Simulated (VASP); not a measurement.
# BN (Cmcm) in VASP: notebook

BN is run at these levels: LDA; tasks: relaxation of the atoms.

Everything below comes from runs of VASP 6.6.1. Logs are shortened: lines on timing, memory, paths and dates and some standing lists are left out, and cuts for length are marked.

## (1) The cell of the first run

Symmetry: Cmcm, No. 63, orthorhombic system. Conventional cell: a = 2.215 Å, b = 4.310 Å, c = 6.019 Å, α = 90.00°, β = 90.00°, γ = 90.00°. B (site symmetry m2m) has 3 N at 1.32 to 1.44 Å within 1.8 Å. Within 1.8 Å of N (site symmetry m2m) lie 3 B at 1.32 to 1.44 Å.

## (2) Relaxation of the atoms, LDA (normal strain along x -0.1100, normal strain along z -0.0733)

Input file INCAR:

```
PREC = Accurate
ENCUT = 520
EDIFF = 1E-6
ISMEAR = 0
SIGMA = 0.05
LREAL = False
LASPH = True
NELM = 80
ALGO = Normal
ISIF = 2
LWAVE = False
LCHARG = False
IBRION = 2
NSW = 50
EDIFFG = -0.01
```

Input file KPOINTS:

```
Automatic mesh
0
Gamma
  12 12 4
```

Input file POSCAR:

```
BN
1.0
    2.2146330265      0.0000000000      0.0000000000
   -1.1073165133      2.1549757989      0.0000000000
    0.0000000000      0.0000000000      6.0191680927
B N
2 2
Direct
    0.3333333333      0.6666666667      0.2500000000
    0.6666666667      0.3333333333      0.7500000000
    0.3333333333      0.6666666667      0.7500000000
    0.6666666667      0.3333333333      0.2500000000
```

Potentials or basis: VASP PAW LDA potentials, release 64 (B, N).

Run with:

```console
$ cat potpaw_LDA.64/B/POTCAR potpaw_LDA.64/N/POTCAR > POTCAR
$ mpirun -np 1 vasp_std > vasp.out
```

OUTCAR:

```text
PREC = Accurate
   ENCUT = 520
   EDIFF = 1E-6
   ISMEAR = 0
   LREAL = False
   LASPH = True
   NELM = 80
   ISIF = 2
   IBRION = 2
   NSW = 50
   EDIFFG = -0.01

 ion  position               nearest neighbor table
   1  0.333  0.667  0.250-   4 1.32   4 1.32   4 1.44
   2  0.667  0.333  0.750-   3 1.32   3 1.32   3 1.44
   3  0.333  0.667  0.750-   2 1.32   2 1.32   2 1.44
   4  0.667  0.333  0.250-   1 1.32   1 1.32   1 1.44

  LATTYP: Found a base centered orthorhombic cell.
 ALAT       =     2.2146330265
 B/A-ratio  =     1.9461245029
 C/A-ratio  =     2.7179076717

  Lattice vectors:

 A1 = (   1.1073165133,  -2.1549757989,   0.0000000000)
 A2 = (   1.1073165132,   2.1549757989,   0.0000000000)
 A3 = (   0.0000000000,   0.0000000000,   6.0191680927)

Analysis of symmetry for initial positions (statically):
=====================================================================
 Subroutine PRICEL returns:
 Original cell was already a primitive cell.

 Routine SETGRP: Setting up the symmetry group for a
 base centered orthorhombic supercell.

 Subroutine GETGRP returns: Found  8 space group operations
 (whereof  4 operations were pure point group operations)
 out of a pool of  8 trial point group operations.

The static configuration has the point symmetry C_2h.
 The point group associated with its full space group is D_2h.

Analysis of symmetry for dynamics (positions and initial velocities):
=====================================================================
 Subroutine PRICEL returns:
 Original cell was already a primitive cell.

 Routine SETGRP: Setting up the symmetry group for a
 base centered orthorhombic supercell.

 Subroutine GETGRP returns: Found  8 space group operations
 (whereof  4 operations were pure point group operations)
 out of a pool of  8 trial point group operations.

The dynamic configuration has the point symmetry C_2h.
 The point group associated with its full space group is D_2h.

 Subroutine INISYM returns: Found  8 space group operations
 (whereof  4 operations are pure point group operations),
 and found     1 'primitive' translations

----------------------------------------------------------------------------------------

                                     Primitive cell

  volume of cell :      28.7264

  direct lattice vectors                    reciprocal lattice vectors
     2.214633027  0.000000000  0.000000000     0.451542079  0.232021167  0.000000000
    -1.107316513  2.154975799  0.000000000     0.000000000  0.464042334  0.000000000
     0.000000000  0.000000000  6.019168093     0.000000000  0.000000000  0.166135915

  length of vectors
     2.214633027  2.422822848  6.019168093     0.507665314  0.464042334  0.166135915

  position of ions in fractional coordinates (direct lattice)
     0.333333333  0.666666667  0.250000000
     0.666666667  0.333333333  0.750000000
     0.333333333  0.666666667  0.750000000
     0.666666667  0.333333333  0.250000000

  ion indices of the primitive-cell ions
   primitive index   ion index
                 1           1
                 2           2
                 3           3
                 4           4

----------------------------------------------------------------------------------------

 KPOINTS: Automatic mesh

Automatic generation of k-mesh.
 Grid dimensions read from file:
 generate k-points for:   12   12    4

 Generating k-lattice:

  Cartesian coordinates                     Fractional coordinates (reciprocal lattice)
     0.037628507  0.019335097  0.000000000     0.083333333  0.000000000  0.000000000
     0.000000000  0.038670195  0.000000000     0.000000000  0.083333333  0.000000000
     0.000000000  0.000000000  0.041533979     0.000000000  0.000000000  0.250000000

  Length of vectors
     0.042305443  0.038670195  0.041533979

  Shift w.r.t. Gamma in fractional coordinates (k-lattice)
     0.000000000  0.000000000  0.000000000

 Subroutine IBZKPT returns following result:
 ===========================================

 Found    129 irreducible k-points:

 Following reciprocal coordinates:
            Coordinates               Weight
  0.000000  0.000000  0.000000      1.000000
  0.083333  0.000000  0.000000      4.000000
  0.166667  0.000000  0.000000      4.000000
  0.250000  0.000000  0.000000      4.000000
  0.333333  0.000000  0.000000      4.000000
  0.416667  0.000000  0.000000      4.000000
[... 16 lines left out ...]
  0.333333  0.166667  0.000000      4.000000
  0.416667  0.166667  0.000000      4.000000
 [... further k-points ...]
   k-points           NKPTS =    129   k-points in BZ     NKDIM =    129   number of bands    NBANDS=     12
   number of dos      NEDOS =    301   number of ions     NIONS =      4
   total plane-waves  NPLWV =  13824
   dimension x,y,z NGX =    16 NGY =   18 NGZ =   48
   dimension x,y,z NGXF=    32 NGYF=   36 NGZF=   96
   ions per type =               2   2
   NGX,Y,Z   is equivalent  to a cutoff of  12.01, 12.35, 13.26 a.u.
   NGXF,Y,Z  is equivalent  to a cutoff of  24.02, 24.70, 26.51 a.u.
 SYSTEM =  unknown system
   PREC   = accura    normal or accurate (medium, high low for compatibility)
   ISTART =      0    job   : 0-new  1-cont  2-samecut
   ICHARG =      2    charge: 1-file 2-atom 10-const
   ISPIN  =      1    spin polarized calculation?
   LNONCOLLINEAR =      F non collinear calculations
   LSORBIT =      F    spin-orbit coupling
   LASPH  =      T    aspherical Exc in radial PAW
   ENCUT  =  520.0 eV  38.22 Ry    6.18 a.u.   4.12  4.50 11.19*2*pi/ulx,y,z
   NELM   =     80;   NELMIN=  2; NELMDL= -5     # of ELM steps
   EDIFF  = 0.1E-05   stopping-criterion for ELM
   LREAL  =      F    real-space projection
   EDIFFG = -.1E-01   stopping-criterion for IOM
   NSW    =     50    number of steps for IOM
   IBRION =      2    ionic relax: 0-MD 1-quasi-New 2-CG
   NFREE  =      1    steps in history (QN), initial steepest desc. (CG)
   ISIF   =      2    stress and relaxation
   ISYM   =      2    0-nonsym 1-usesym 2-fastsym
   POTIM  = 0.5000    time-step for ionic-motion
   TEBEG  =    0.0;   TEEND  =   0.0 temperature during run
   PSTRESS=    0.0 pullay stress
   NELECT =      16.0000    total number of electrons
   NUPDOWN=      -1.0000    fix difference up-down
   EMIN   =  10.00;   EMAX   =-10.00  energy-range for DOS
   EFERMI =   0.00;   METHOD = LEGACY
   ISMEAR =     0;   SIGMA  =   0.05  broadening in eV -4-tet -1-fermi 0-gaus
   EFERMI_NEDOS =   21; number of points for ismear=-14 and -15
   IALGO  =     38    algorithm
   IMIX   =      4    mixing-type and parameters
     AMIX     =   0.40;   BMIX     =  1.00
     AMIX_MAG =   1.60;   BMIX_MAG =  1.00
  volume/ion in A,a.u.               =       7.18        48.46
  Fermi-wavevector in a.u.,A,eV,Ry     =   1.346960  2.545385 24.685057  1.814301
  Thomas-Fermi vector in A             =   2.474749
   LORBIT       =      0    0 simple, 1 ext, 2 COOP (PROOUT), +10 PAW based schemes
   GGA     = CA    functional components
   LHFCALC =     F    Hartree Fock is set to
   AEXX    =    0.0000 exact exchange contribution
   IVDW    =     0    specifies the selected vdW correction
   LEPSILON=     F    determine dielectric tensor
   LRPA    =     F    only Hartree local field effects (RPA)
 conjugate gradient relaxation of ions
 non-spin polarized calculation
 Gauss-broadening in eV      SIGMA  =   0.05
  energy-cutoff  :      520.00
  volume of cell :       28.73
 maximum number of plane-waves:       788
   NGX =  9   NGY =  9   NGZ = 23

--------------------------------------- Ionic step        1  -------------------------------------------

 number of electron      15.9999999 magnetization

 Free energy of the ion-electron system (eV)
  ---------------------------------------------------
  ext. energy  EPLUGINS =         0.00000000
  ---------------------------------------------------
  free energy    TOTEN  =       -36.91654345 eV

  energy without entropy =      -36.91654345  energy(sigma->0) =      -36.91654345

------------------------ aborting loop because EDIFF is reached ----------------------------------------

  FORCE on cell =-STRESS in cart. coord.  units (eV):
  Direction    XX          YY          ZZ          XY          YZ          ZX
  --------------------------------------------------------------------------------------
  -------------------------------------------------------------------------------------
  Total       29.3985203      6.0466771      0.7115993     -0.0000000      0.0000000      0.0000000
  in kB     1639.6660824    337.2459326     39.6885729     -0.0000000      0.0000000      0.0000000
  external PRESSURE =     672.2001960 kB  Pullay stress =       0.0000000 kB
[... 95 lines left out ...]
  FREE ENERGIE OF THE ION-ELECTRON SYSTEM (eV)
  ---------------------------------------------------
  free  energy   TOTEN  =       -37.0606476196 eV

  energy  without entropy=      -37.0606476196  energy(sigma->0) =      -37.06064762

[... ionic steps 4 to 13 ...]

--------------------------------------- Ionic step       14  -------------------------------------------

 number of electron      15.9999998 magnetization

------------------------ aborting loop because EDIFF is reached ----------------------------------------
[... 71 lines left out ...]
--------------------------------------- Ionic step       16  -------------------------------------------

 number of electron      15.9999998 magnetization

 Free energy of the ion-electron system (eV)
  ---------------------------------------------------
  ext. energy  EPLUGINS =         0.00000000
  ---------------------------------------------------
  free energy    TOTEN  =       -37.06384522 eV

  energy without entropy =      -37.06384522  energy(sigma->0) =      -37.06384522

 E-fermi :   4.5964     XC(G=0): -11.5816

 val. band max:        4.2964365700   @ k =   0.4167   0.2500   0.0000
 cond. band min:       7.6388065489   @ k =   0.0000   0.5000   0.2500
 fundamental gap:      3.3423699789
 Fermi energy:         4.5963665470

 k-point     1 :       0.0000    0.0000    0.0000
  band No.  band energies     occupation
      1     -14.9623      2.00000
      2     -14.3625      2.00000
      3      -3.8899      2.00000
      4      -0.6136      2.00000
      5       1.7418      2.00000
      6       1.8351      2.00000
      7       4.2199      2.00000
      8       4.2741      2.00000
      9       9.5355      0.00000
     10      15.4491      0.00000
     11      16.0289      0.00000
     12      16.2369      0.00000
[... 331 lines left out ...]
 k-point    24 :       0.4167    0.1667    0.0000
  band No.  band energies     occupation
      1     -10.3541      2.00000
      2     -10.2374      2.00000
      3      -5.2538      2.00000
      4      -5.1042      2.00000
      5      -2.3051      2.00000
      6      -2.1920      2.00000
      7       2.8024      2.00000
      8       4.1902      2.00000
      9       8.7925      0.00000
     10      10.4831      0.00000
     11      16.2464      0.00000
     12      16.5750      0.00000

 [... further k-points ...]

------------------------ aborting loop because EDIFF is reached ----------------------------------------

  FORCE on cell =-STRESS in cart. coord.  units (eV):
  Direction    XX          YY          ZZ          XY          YZ          ZX
  --------------------------------------------------------------------------------------
  -------------------------------------------------------------------------------------
  Total       26.0999082      7.1239303      0.6808790     -0.0000000     -0.0000000      0.0000000
  in kB     1455.6900738    397.3283927     37.9751848     -0.0000000     -0.0000000      0.0000000
  external PRESSURE =     630.3312171 kB  Pullay stress =       0.0000000 kB
[... 19 lines left out ...]
  FREE ENERGIE OF THE ION-ELECTRON SYSTEM (eV)
  ---------------------------------------------------
  free  energy   TOTEN  =       -37.0638452167 eV

  energy  without entropy=      -37.0638452167  energy(sigma->0) =      -37.06384522

 reached required accuracy - stopping structural energy minimisation
```

It took 2.1 min on 1 thread of Intel Xeon Platinum 8488C (Sapphire Rapids), shared host; peak memory 0.16 GiB.

What came out:

```yaml
Free_energy: -37.0638 eV
Pressure_after_relaxing: 63.0 GPa
Band_gap_on_the_k_mesh: 3.34 eV (least direct gap 4.46 eV)
```

Stress tensor (GPa, compression positive):
```
145.57   0.00   0.00
  0.00  39.73   0.00
  0.00   0.00   3.80
```

Final structure:
```
B N
1.0
     2.21463    0.00000    0.00000
    -1.10732    2.15498    0.00000
     0.00000    0.00000    6.01917
B N
2 2
Direct
  0.32220 0.64441 0.25000
  0.67780 0.35559 0.75000
  0.35562 0.71123 0.75000
  0.64439 0.28877 0.25000
```

Caveat: the cell differs from its parent crystal (normal strain along x -0.1100, normal strain along z -0.0733). A k mesh can miss the band edges.

## (3) Relaxation of the atoms, LDA (normal strain along x -0.1100, normal strain along z -0.0367)

Input file INCAR:

```
SYSTEM = BN
PREC     = Accurate       ! precision mode
ENCUT    = 520            ! plane-wave cutoff, eV
EDIFF    = 1E-7           ! SCF threshold, eV
ISMEAR   = 0              ! smearing method
SIGMA    = 0.05           ! smearing width, eV
LREAL    = .FALSE.        ! projectors in reciprocal space
LASPH    = .TRUE.         ! aspherical terms in the spheres
NELM     = 100            ! most SCF steps
ALGO     = Normal         ! electronic algorithm
ISIF     = 2              ! what is computed and relaxed
LWAVE    = .FALSE.        ! write WAVECAR
LCHARG   = .FALSE.        ! write CHGCAR
IBRION   = 2              ! ionic algorithm
NSW      = 50             ! ionic steps
EDIFFG   = -0.01          ! ionic threshold
```

Input file KPOINTS:

```
regular mesh
0
G
  12 12 4
  0 0 0
```

POSCAR, as its differences from that of step 2:

```diff
@@ -4,3 +4,3 @@
    -1.1073165133      2.1549757989      0.0000000000
-    0.0000000000      0.0000000000      6.0191680927
+    0.0000000000      0.0000000000      6.2568950294
 B N
```

Potentials or basis: VASP PAW LDA potentials, release 64 (B, N).

Run with:

```console
$ cat potpaw_LDA.64/B/POTCAR potpaw_LDA.64/N/POTCAR > POTCAR
$ mpirun -np 1 vasp_std > vasp.out
```

Wall time 2.3 min (1 thread of Intel Xeon Platinum 8488C (Sapphire Rapids), shared host); peak memory 0.16 GiB.

The run converged. Its results:

```yaml
Free_energy: -37.0831 eV
Pressure_after_relaxing: 59.8 GPa
Largest_force_after_relaxing: 0.003 eV/Å
Band_gap_on_the_k_mesh: 3.42 eV (least direct gap 4.64 eV)
```

Forces in eV/Å, atoms in the order of the input:
```
B    0.000 -0.001  0.000
B    0.000  0.001  0.000
N    0.000 -0.003  0.000
N    0.000  0.003  0.000
```

Stress tensor (GPa, compression positive):
```
140.12   0.00   0.00
  0.00  38.08   0.00
  0.00   0.00   1.35
```

Final structure:
```cif
data_structure
_symmetry_space_group_name_H-M 'P 1'
_symmetry_Int_Tables_number 1
_cell_length_a 2.2146
_cell_length_b 2.4228
_cell_length_c 6.2569
_cell_angle_alpha 90.000
_cell_angle_beta 90.000
_cell_angle_gamma 117.196
_cell_volume 29.86
loop_
_atom_site_label
_atom_site_type_symbol
_atom_site_fract_x
_atom_site_fract_y
_atom_site_fract_z
_atom_site_occupancy
B1 B 0.32065 0.64129 0.25000 1
B2 B 0.67935 0.35871 0.75000 1
N1 N 0.35717 0.71435 0.75000 1
N2 N 0.64283 0.28565 0.25000 1
```

Levels at points of the mesh, in eV from the valence-band top:
```
           k point  band 4  band 5  band 6  band 7  band 8  band 9  band 10  band 11  band 12
(0.00, 0.00, 0.00)   -5.19   -2.52   -2.45   -0.05   -0.01    4.87    11.09    11.19    11.89
(0.50, 0.00, 0.00)   -9.62   -5.44   -5.36   -1.76   -0.38    4.26     6.31    10.14    10.43
(0.00, 0.50, 0.00)  -10.31   -2.79   -2.72   -2.70   -1.52    3.42     4.98    11.15    12.28
(0.00, 0.00, 0.50)   -6.73   -2.49   -2.49   -0.03   -0.03    7.80     7.80    11.66    11.66
(0.50, 0.00, 0.50)   -9.66   -5.40   -5.40   -1.05   -1.05    4.99     4.99    10.47    10.47
(0.00, 0.50, 0.50)  -10.33   -2.76   -2.76   -2.03   -2.03    3.77     3.77    13.33    13.33
```

Caveat: the cell differs from its parent crystal (normal strain along x -0.1100, normal strain along z -0.0367).

## (4) Relaxation of the atoms, LDA (normal strain along x +0.1100, normal strain along z -0.0733)

Input file INCAR:

```
PREC = Accurate
ENCUT = 520
EDIFF = 1E-7
ISMEAR = 0
SIGMA = 0.05
LREAL = False
LASPH = True
NELM = 60
ALGO = Normal
ISIF = 2
LWAVE = False
LCHARG = False
IBRION = 2
NSW = 50
EDIFFG = -0.01
```

Input file KPOINTS:

```
Automatic mesh
0
Gamma
  12 12 4
```

Input file POSCAR:

```
BN
1.0
    2.7620704039      0.0000000000      0.0000000000
   -1.3810352019      2.1549757989      0.0000000000
    0.0000000000      0.0000000000      6.0191680927
B N
2 2
Direct
    0.3333333333      0.6666666667      0.2500000000
    0.6666666667      0.3333333333      0.7500000000
    0.3333333333      0.6666666667      0.7500000000
    0.6666666667      0.3333333333      0.2500000000
```

Run with:

```console
$ cat potpaw_LDA.64/B/POTCAR potpaw_LDA.64/N/POTCAR > POTCAR
$ mpirun -np 1 vasp_std > vasp.out
```

Wall time 4.1 min (1 thread of Intel Xeon 8259CL, shared host); peak memory 0.18 GiB.

It converged, with:

- Free energy: -37.6049 eV
- Energy gained by relaxing: 4.0 meV/atom
- Ionic steps: 12
- Pressure after relaxing: -31.1 GPa
- Largest force after relaxing: 0.007 eV/Å
- Band gap on the k mesh: 3.27 eV

Forces on the atoms (eV/Å):
```
B    0.000  0.001  0.000
B    0.000 -0.001  0.000
N    0.000  0.007  0.000
N    0.000 -0.007  0.000
```

Stress tensor (GPa, compression positive):
```
-78.36   0.00   0.00
  0.00 -16.67   0.00
  0.00   0.00   1.84
```

Step by step:
```
step  energy change (eV)  largest force (eV/Å)  pressure (GPa)
   1              0.0000                0.6370          -30.10
   2              0.0407                1.2557          -32.48
   3             -0.0107                0.0305          -31.06
   4             -0.0107                0.0386          -31.04
   5             -0.0108                0.0373          -31.04
   6             -0.0112                0.0345          -31.04
   7             -0.0119                0.0294          -31.05
   8             -0.0132                0.0216          -31.06
   9             -0.0150                0.0243          -31.08
  10             -0.0159                0.0344          -31.11
  11             -0.0082                0.5101          -30.27
  12             -0.0159                0.0072          -31.07
```

Final structure:
```cif
data_structure
_symmetry_space_group_name_H-M 'P 1'
_symmetry_Int_Tables_number 1
_cell_length_a 2.7621
_cell_length_b 2.5595
_cell_length_c 6.0192
_cell_angle_alpha 90.000
_cell_angle_beta 90.000
_cell_angle_gamma 122.654
_cell_volume 35.83
loop_
_atom_site_label
_atom_site_type_symbol
_atom_site_fract_x
_atom_site_fract_y
_atom_site_fract_z
_atom_site_occupancy
B1 B 0.35700 0.71400 0.25000 1
B2 B 0.64300 0.28600 0.75000 1
N1 N 0.30572 0.61143 0.75000 1
N2 N 0.69428 0.38857 0.25000 1
```

Levels at points of the mesh, in eV from the valence-band top:
```csv
k point,band 5,band 6,band 7,band 8,band 9,band 10,band 11,band 12
"(0.00, 0.00, 0.00)",-2.20,-2.06,-1.72,-1.61,4.94,8.29,9.01,9.40
"(0.50, 0.00, 0.00)",-3.90,-3.74,-2.49,-0.88,3.42,5.10,8.61,8.97
"(0.00, 0.50, 0.00)",-5.38,-5.16,-1.74,0.00,3.27,5.55,5.94,6.26
"(0.00, 0.00, 0.50)",-2.13,-2.13,-1.66,-1.66,7.23,7.23,9.20,9.20
"(0.50, 0.00, 0.50)",-3.82,-3.82,-1.53,-1.53,3.69,3.69,9.09,9.09
"(0.00, 0.50, 0.50)",-5.27,-5.27,-0.82,-0.82,4.01,4.01,6.23,6.23
```

Caveat: the cell differs from its parent crystal (normal strain along x +0.1100, normal strain along z -0.0733). A k mesh can miss the band edges.

## (5) Overview

| cell | gap on the mesh (eV) | pressure (GPa) |
| --- | --- | --- |
| atoms relaxed from a = 2.215, b = 2.423, c = 6.019 Å, angles 90.0, 90.0, 117.2°, 4 atoms | 3.34 | 63.0 |
| atoms relaxed from a = 2.215, b = 2.423, c = 6.257 Å, angles 90.0, 90.0, 117.2°, 4 atoms | 3.42 | 59.8 |
| atoms relaxed from a = 2.762, b = 2.560, c = 6.019 Å, angles 90.0, 90.0, 122.7°, 4 atoms | 3.27 | -31.1 |

Alike in all rows: task relaxation of the atoms; level LDA; potentials or basis VASP PAW LDA potentials, release 64 (B, N); no spin polarisation; k mesh 12 × 12 × 4; cutoff (eV) 520; smearing gaussian 0.05 eV.

Total energies depend on the potentials used, so only differences within one code and one set of settings carry meaning.
